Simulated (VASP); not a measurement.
Crystal: Sn.

```
Sn
1.0
    -3.93151    3.93151    3.93151
     3.93151   -3.93151    3.93151
     3.93151    3.93151   -3.93151
Sn
6
Direct
  0.75000 0.25000 0.50000
  0.25000 0.75000 0.50000
  0.50000 0.25000 0.75000
  0.75000 0.50000 0.25000
  0.50000 0.75000 0.25000
  0.25000 0.50000 0.75000
```

The cell was built from a structure type or drawn by symmetry, and may not be a known phase.

```yaml
Program: VASP 6.6.1
Task: relaxation of cell and atoms
Functional: PBE
Potentials_or_basis: VASP PAW PBE potentials, release 64 (Sn_d)
Cutoff: 600 eV
k_mesh: 4 × 4 × 4
Occupations: gaussian, width 0.1 eV
Spin: no spin polarisation
```

At the start: pressure 4.8 GPa; volume 40.51 Å³/atom.

Q: Where does the relaxation end?

A: Over 3 steps the energy falls by 72.4 meV/atom and the volume is 45.94 Å³/atom (+13.4 %); space group Im-3m (No. 229, to 0.1 Å) before and after.

The path:
| step | energy change (eV) | largest force (eV/Å) | pressure (GPa) | volume (Å³) |
| --- | --- | --- | --- | --- |
| 1 | 0.0000 | 0.0000 | 4.80 | 243.07 |
| 2 | -0.3892 | 0.0000 | -1.11 | 288.31 |
| 3 | -0.4342 | 0.0000 | 0.04 | 275.62 |

Final structure:
```yaml
crystal:
  lattice:
    - [-4.09966, 4.09966, 4.09966]
    - [4.09966, -4.09966, 4.09966]
    - [4.09966, 4.09966, -4.09966]
  atoms:
    - { symbol: Sn, position: [0.75000, 0.25000, 0.50000] }
    - { symbol: Sn, position: [0.25000, 0.75000, 0.50000] }
    - { symbol: Sn, position: [0.50000, 0.25000, 0.75000] }
    - { symbol: Sn, position: [0.75000, 0.50000, 0.25000] }
    - { symbol: Sn, position: [0.50000, 0.75000, 0.25000] }
    - { symbol: Sn, position: [0.25000, 0.50000, 0.75000] }
```
